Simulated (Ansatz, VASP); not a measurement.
## K in VASP and in Ansatz

```xyz
1
Lattice="-2.3841 2.3841 2.3841 2.3841 -2.3841 2.3841 2.3841 2.3841 -2.3841" Properties=species:S:1:pos:R:3 pbc="T T T"
K     0.0000    0.0000    0.0000
```

Change from the starting cell: volume scaled by 0.76, PAW files.

Alike in both runs: task single point; functional PBEsol; k mesh 12 × 12 × 12; occupations fermi-dirac, width 0.05 eV; no spin polarisation.

```csv
,VASP,Ansatz
version,VASP 6.6.1,Ansatz 0.2.0
potentials or method,"VASP PAW PBE potentials, release 64 (K_sv)","PAW with Ansatz's default frozen-core files, scalar-relativistic"
plane-wave cutoff (eV),520,420
valence electrons in the cell,9,9
```

```tsv
	VASP	Ansatz	Ansatz less VASP
pressure (GPa)	1.6	1.7	+0.02
```

VASP's potentials were made for PBE, not for PBEsol.
